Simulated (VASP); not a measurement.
# CuI (Marshite) (F-43m) in VASP: a series of runs

Runs on CuI (Marshite). Level: LDA. Tasks: single point.

Everything below comes from runs of VASP 6.6.1. Logs are shortened: lines on timing, memory, paths and dates and some standing lists are left out, and cuts for length are marked.

## 1. The cell of the first run

It takes space group F-43m (No. 216, cubic). The conventional cell has a = 5.746 Å, b = 5.746 Å, c = 5.746 Å, α = 90.00°, β = 90.00°, γ = 90.00°. Within 3.3 Å of Cu (site symmetry -43m) lie 4 I at 2.49 Å. Within 3.3 Å of I (site symmetry -43m) lie 4 Cu at 2.49 Å.

## 2. Single point, LDA

Input file INCAR:

```
PREC = Accurate ; ENCUT = 520
EDIFF = 1E-6 ; ISMEAR = 0
SIGMA = 0.01 ; LREAL = False
LASPH = True ; NELM = 80
ALGO = Normal ; ISIF = 2
LWAVE = False ; LCHARG = True
LELF = True ; LVHAR = True
NBANDS = 16
```

Input file KPOINTS:

```
regular mesh
0
Gamma
  6 6 6
```

Input file POSCAR:

```
CuI
1.0
    2.8730603888      2.8730603888      0.0000000000
   -2.8730603888      2.8730603888      0.0000000000
    0.0000000000      2.8730603888      2.8730603888
Cu I
1 1
Direct
    0.7500000000      0.2500000000      0.5000000000
    0.0000000000      0.0000000000      0.0000000000
```

Potentials or basis: VASP PAW LDA potentials, release 64 (Cu, I).

Run with:

```
> cat potpaw_LDA.64/Cu/POTCAR potpaw_LDA.64/I/POTCAR > POTCAR
> mpirun -np 1 vasp_std > vasp.out
```

OUTCAR:

```text
PREC = Accurate
   ENCUT = 520
   EDIFF = 1E-6
   ISMEAR = 0
   LREAL = False
   LASPH = True
   NELM = 80
   ISIF = 2

 ion  position               nearest neighbor table
   1  0.750  0.250  0.500-   2 2.49   2 2.49   2 2.49   2 2.49
   2  0.000  0.000  0.000-   1 2.49   1 2.49   1 2.49   1 2.49

  LATTYP: Found a face centered cubic cell.
 ALAT       =     5.7461207776

  Lattice vectors:

 A1 = (   0.0000000000,   2.8730603888,   2.8730603888)
 A2 = (   2.8730603888,   0.0000000000,   2.8730603888)
 A3 = (   2.8730603888,   2.8730603888,   0.0000000000)

Analysis of symmetry for initial positions (statically):
=====================================================================
 Subroutine PRICEL returns:
 Original cell was already a primitive cell.

 Routine SETGRP: Setting up the symmetry group for a
 face centered cubic supercell.

 Subroutine GETGRP returns: Found 24 space group operations
 (whereof 24 operations were pure point group operations)
 out of a pool of 48 trial point group operations.

The static configuration has the point symmetry T_d .

Analysis of symmetry for dynamics (positions and initial velocities):
=====================================================================
 Subroutine PRICEL returns:
 Original cell was already a primitive cell.

 Routine SETGRP: Setting up the symmetry group for a
 face centered cubic supercell.

 Subroutine GETGRP returns: Found 24 space group operations
 (whereof 24 operations were pure point group operations)
 out of a pool of 48 trial point group operations.

The dynamic configuration has the point symmetry T_d .

 Subroutine INISYM returns: Found 24 space group operations
 (whereof 24 operations are pure point group operations),
 and found     1 'primitive' translations

----------------------------------------------------------------------------------------

                                     Primitive cell

  volume of cell :      47.4312

  direct lattice vectors                    reciprocal lattice vectors
     2.873060389  2.873060389  0.000000000     0.174030453  0.174030453 -0.174030453
    -2.873060389  2.873060389  0.000000000    -0.174030453  0.174030453 -0.174030453
     0.000000000  2.873060389  2.873060389     0.000000000  0.000000000  0.348060905

  length of vectors
     4.063120967  4.063120967  4.063120967     0.301429586  0.301429586  0.348060905

  position of ions in fractional coordinates (direct lattice)
     0.750000000  0.250000000  0.500000000
     0.000000000  0.000000000  0.000000000

  ion indices of the primitive-cell ions
   primitive index   ion index
                 1           1
                 2           2

----------------------------------------------------------------------------------------

 KPOINTS: regular mesh

Automatic generation of k-mesh.
 Grid dimensions read from file:
 generate k-points for:    6    6    6

 Generating k-lattice:

  Cartesian coordinates                     Fractional coordinates (reciprocal lattice)
     0.029005075  0.029005075 -0.029005075     0.166666667  0.000000000  0.000000000
    -0.029005075  0.029005075 -0.029005075     0.000000000  0.166666667  0.000000000
     0.000000000  0.000000000  0.058010151     0.000000000  0.000000000  0.166666667

  Length of vectors
     0.050238264  0.050238264  0.058010151

  Shift w.r.t. Gamma in fractional coordinates (k-lattice)
     0.000000000  0.000000000  0.000000000

 Subroutine IBZKPT returns following result:
 ===========================================

 Found     16 irreducible k-points:

 Following reciprocal coordinates:
            Coordinates               Weight
  0.000000  0.000000  0.000000      1.000000
  0.166667  0.000000  0.000000      8.000000
  0.333333  0.000000  0.000000      8.000000
  0.500000  0.000000  0.000000      4.000000
  0.166667  0.166667  0.000000     12.000000
  0.333333  0.166667  0.000000     24.000000
[... 8 lines left out ...]
  0.500000  0.333333  0.166667     24.000000
  0.500000  0.500000  0.166667     12.000000
   k-points           NKPTS =     16   k-points in BZ     NKDIM =     16   number of bands    NBANDS=     16
   number of dos      NEDOS =    301   number of ions     NIONS =      2
   total plane-waves  NPLWV =  27000
   dimension x,y,z NGX =    30 NGY =   30 NGZ =   30
   dimension x,y,z NGXF=    60 NGYF=   60 NGZF=   60
   ions per type =               1   1
   NGX,Y,Z   is equivalent  to a cutoff of  12.27, 12.27, 12.27 a.u.
   NGXF,Y,Z  is equivalent  to a cutoff of  24.55, 24.55, 24.55 a.u.
 SYSTEM =  unknown system
   PREC   = accura    normal or accurate (medium, high low for compatibility)
   ISTART =      0    job   : 0-new  1-cont  2-samecut
   ICHARG =      2    charge: 1-file 2-atom 10-const
   ISPIN  =      1    spin polarized calculation?
   LNONCOLLINEAR =      F non collinear calculations
   LSORBIT =      F    spin-orbit coupling
   LASPH  =      T    aspherical Exc in radial PAW
   ENCUT  =  520.0 eV  38.22 Ry    6.18 a.u.   7.55  7.55  7.55*2*pi/ulx,y,z
   NELM   =     80;   NELMIN=  2; NELMDL= -5     # of ELM steps
   EDIFF  = 0.1E-05   stopping-criterion for ELM
   LREAL  =      F    real-space projection
   EDIFFG = 0.1E-04   stopping-criterion for IOM
   NSW    =      0    number of steps for IOM
   IBRION =     -1    ionic relax: 0-MD 1-quasi-New 2-CG
   NFREE  =      0    steps in history (QN), initial steepest desc. (CG)
   ISIF   =      2    stress and relaxation
   ISYM   =      2    0-nonsym 1-usesym 2-fastsym
   POTIM  = 0.5000    time-step for ionic-motion
   TEBEG  =    0.0;   TEEND  =   0.0 temperature during run
   PSTRESS=    0.0 pullay stress
   NELECT =      18.0000    total number of electrons
   NUPDOWN=      -1.0000    fix difference up-down
   EMIN   =  10.00;   EMAX   =-10.00  energy-range for DOS
   EFERMI =   0.00;   METHOD = LEGACY
   ISMEAR =     0;   SIGMA  =   0.01  broadening in eV -4-tet -1-fermi 0-gaus
   EFERMI_NEDOS =   21; number of points for ismear=-14 and -15
   IALGO  =     38    algorithm
   IMIX   =      4    mixing-type and parameters
     AMIX     =   0.40;   BMIX     =  1.00
     AMIX_MAG =   1.60;   BMIX_MAG =  1.00
  volume/ion in A,a.u.               =      23.72       160.04
  Fermi-wavevector in a.u.,A,eV,Ry     =   1.185253  2.239803 19.113787  1.404824
  Thomas-Fermi vector in A             =   2.321450
   LORBIT       =      0    0 simple, 1 ext, 2 COOP (PROOUT), +10 PAW based schemes
   GGA     = CA    functional components
   LHFCALC =     F    Hartree Fock is set to
   AEXX    =    0.0000 exact exchange contribution
   IVDW    =     0    specifies the selected vdW correction
   LEPSILON=     F    determine dielectric tensor
   LRPA    =     F    only Hartree local field effects (RPA)
 non-spin polarized calculation
 Gauss-broadening in eV      SIGMA  =   0.01
  energy-cutoff  :      520.00
  volume of cell :       47.43
 maximum number of plane-waves:      1303
   NGX = 15   NGY = 15   NGZ = 15

 number of electron      17.9999998 magnetization

 Free energy of the ion-electron system (eV)
  ---------------------------------------------------
  ext. energy  EPLUGINS =         0.00000000
  ---------------------------------------------------
  free energy    TOTEN  =        -6.95550219 eV

  energy without entropy =       -6.95550219  energy(sigma->0) =       -6.95550219

 E-fermi :   6.2319     XC(G=0): -10.0408

 val. band max:        6.1083565506   @ k =   0.0000   0.0000   0.0000
 cond. band min:       7.5864676256   @ k =   0.0000   0.0000   0.0000
 fundamental gap:      1.4781110750
 Fermi energy:         6.2319402072

 k-point     1 :       0.0000    0.0000    0.0000
  band No.  band energies     occupation
      1      -8.8458      2.00000
      2       1.6339      2.00000
      3       1.6339      2.00000
      4       1.6339      2.00000
      5       3.4111      2.00000
      6       3.4111      2.00000
[... 8 lines left out ...]
     15      16.0762      0.00000
     16      16.0762      0.00000

 k-point     2 :       0.1667    0.0000    0.0000
  band No.  band energies     occupation
      1      -8.6654      2.00000
      2       1.1299      2.00000
      3       1.6583      2.00000
      4       1.6583      2.00000
      5       3.3976      2.00000
      6       3.3976      2.00000
[... 8 lines left out ...]
     15      14.9576      0.00000
     16      15.2021      0.00000

 k-point     3 :       0.3333    0.0000    0.0000
  band No.  band energies     occupation
      1      -8.2559      2.00000
      2       0.0379      2.00000
      3       1.6966      2.00000
      4       1.6966      2.00000
      5       3.4098      2.00000
      6       3.4098      2.00000
[... 8 lines left out ...]
     15      15.5588      0.00000
     16      15.5588      0.00000

 k-point     4 :       0.5000    0.0000    0.0000
  band No.  band energies     occupation
      1      -8.0183      2.00000
      2      -0.5378      2.00000
      3       1.7089      2.00000
      4       1.7089      2.00000
      5       3.4442      2.00000
      6       3.4442      2.00000
[... 8 lines left out ...]
     15      17.4778      0.00000
     16      17.4778      0.00000
[... 172 lines left out ...]
 k-point    14 :       0.3333    0.3333    0.1667
  band No.  band energies     occupation
      1      -7.9676      2.00000
      2       0.0382      2.00000
      3       1.1653      2.00000
      4       1.6795      2.00000
      5       3.3242      2.00000
      6       3.4303      2.00000
[... 8 lines left out ...]
     15      17.5685      0.00000
     16      18.9501      0.00000

 k-point    15 :       0.5000    0.3333    0.1667
  band No.  band energies     occupation
      1      -7.8029      2.00000
      2      -0.0093      2.00000
      3       0.7974      2.00000
      4       1.6559      2.00000
      5       3.2779      2.00000
      6       3.4085      2.00000
[... 8 lines left out ...]
     15      17.7781      0.00000
     16      18.6586      0.00000

 k-point    16 :       0.5000    0.5000    0.1667
  band No.  band energies     occupation
      1      -7.7266      2.00000
      2      -0.1342      2.00000
      3       0.9900      2.00000
      4       1.5881      2.00000
      5       3.3129      2.00000
      6       3.3569      2.00000
[... 8 lines left out ...]
     15      18.4000      0.00000
     16      18.8163      0.00000

------------------------ aborting loop because EDIFF is reached ----------------------------------------

  FORCE on cell =-STRESS in cart. coord.  units (eV):
  Direction    XX          YY          ZZ          XY          YZ          ZX
  --------------------------------------------------------------------------------------
  -------------------------------------------------------------------------------------
  Total        1.2116845      1.2116845      1.2116845      0.0000000     -0.0000000      0.0000000
  in kB       40.9294483     40.9294483     40.9294483      0.0000000     -0.0000000      0.0000000
  external PRESSURE =      40.9294483 kB  Pullay stress =       0.0000000 kB

 VOLUME and BASIS-vectors are now :
 -----------------------------------------------------------------------------
  energy-cutoff  :      520.00
  volume of cell :       47.43
      direct lattice vectors                 reciprocal lattice vectors
     2.873060389  2.873060389  0.000000000     0.174030453  0.174030453 -0.174030453
    -2.873060389  2.873060389  0.000000000    -0.174030453  0.174030453 -0.174030453
     0.000000000  2.873060389  2.873060389     0.000000000  0.000000000  0.348060905

 POSITION                                       TOTAL-FORCE (eV/Angst)
 -----------------------------------------------------------------------------------
      1.43653      4.30959      1.43653        -0.000000     -0.000000     -0.000000
      0.00000      0.00000      0.00000         0.000000      0.000000      0.000000
 -----------------------------------------------------------------------------------
    total drift:                                0.000000      0.000000      0.000000

  FREE ENERGIE OF THE ION-ELECTRON SYSTEM (eV)
  ---------------------------------------------------
  free  energy   TOTEN  =        -6.9555021868 eV

  energy  without entropy=       -6.9555021868  energy(sigma->0) =       -6.95550219
```

Wall time 14 s (1 thread of Intel Xeon 6975P-C (Granite Rapids), shared host); peak memory 0.15 GiB.

Results:

```yaml
Free_energy: -6.9555 eV
Pressure: 4.1 GPa
Band_gap_on_the_k_mesh: 1.48 eV, direct
```

Caveat: spin-orbit coupling is left out, which moves the levels of the heavy elements.

## 3. Single point, LDA

This run uses another cell than the first one, of 25.18 Å³/atom, 1.062 times its volume.

Input file INCAR:

```
SYSTEM = CuI
PREC = Accurate ; ENCUT = 520
EDIFF = 1E-6 ; ISMEAR = 0
SIGMA = 0.01 ; LREAL = .False.
LASPH = .True. ; NELM = 60
ALGO = Normal ; ISIF = 2
LWAVE = .False. ; LCHARG = .False.
GGA = CA ; NBANDS = 16
```

Input file KPOINTS:

```
Automatic mesh
0
Gamma
  6 6 6
  0 0 0
```

Input file POSCAR:

```
CuI
1.0
    2.9309887319      2.9309887319      0.0000000000
   -2.9309887319      2.9309887319      0.0000000000
    0.0000000000      2.9309887319      2.9309887319
Cu I
1 1
Direct
    0.7500000000      0.2500000000      0.5000000000
    0.0000000000      0.0000000000      0.0000000000
```

Potentials or basis: VASP PAW LDA potentials, release 64 (Cu, I).

Run with:

```
> cat potpaw_LDA.64/Cu/POTCAR potpaw_LDA.64/I/POTCAR > POTCAR
> mpirun -np 1 vasp_std > vasp.out
```

It took 11 s on 1 thread of Intel Xeon 6975P-C (Granite Rapids), shared host; peak memory 0.15 GiB.

The run converged. Its results:

```yaml
Free_energy: -6.9929 eV
Pressure: 0.3 GPa
Band_gap_on_the_k_mesh: 1.28 eV, direct
```

Levels at points of the mesh, in eV from the valence-band top:
| k point | band 6 | band 7 | band 8 | band 9 | band 10 | band 11 | band 12 | band 13 |
| --- | --- | --- | --- | --- | --- | --- | --- | --- |
| (0.00, 0.00, 0.00) | -2.38 | 0.00 | 0.00 | 0.00 | 1.28 | 4.75 | 4.75 | 4.75 |
| (0.50, 0.00, 0.00) | -2.35 | -2.30 | -0.90 | -0.90 | 2.15 | 5.32 | 5.32 | 7.37 |
| (0.50, 0.50, 0.00) | -2.30 | -2.28 | -1.93 | -1.93 | 2.41 | 2.77 | 9.78 | 10.24 |

Caveat: spin-orbit coupling is left out, which moves the levels of the heavy elements. LDA gaps usually lie below the measured ones, often by a third to a half.

[end of part 1 of 2]
